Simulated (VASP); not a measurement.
WSe2, 3 atoms in the cell. The cell holds a sheet with vacuum, 3 atoms: a = 3.315 Å, b = 3.315 Å, c = 30.482 Å, α = 90.00°, β = 90.00°, γ = 120.00°. 

| Property | Result |
| --- | --- |
| Program | VASP 6.6.1 |
| Task | single point |
| Functional | PBEsol |
| Potentials or basis | VASP PAW PBE potentials, release 64 (Se, W_sv) |
| Cutoff | 520 eV |
| k mesh | 12 × 12 × 1 |
| Occupations | gaussian, width 0.02 eV |
| Spin | no spin polarisation |
| Dipole correction | yes |
| Further INCAR settings | ALGO = Normal; EDIFF = 1e-06; NBANDS = 20 |

Potentials or basis: VASP PAW PBE potentials, release 64 (Se, W_sv).

Launch:

```bash
$ cat potpaw_PBE.64/Se/POTCAR potpaw_PBE.64/W_sv/POTCAR > POTCAR
$ mpirun -np 1 vasp_std > vasp.out
```

Hardware: 1 thread of AMD EPYC 9R45 96-Core Processor (Zen 5), on a shared host.

**Question.** How long does it take, and how much memory?

**Answer.** Wall time 120 s on 1 thread of AMD EPYC 9R45 96-Core Processor (Zen 5), on a shared host, peak memory 0.47 GiB. Counts: scf iterations 22, k points 19.
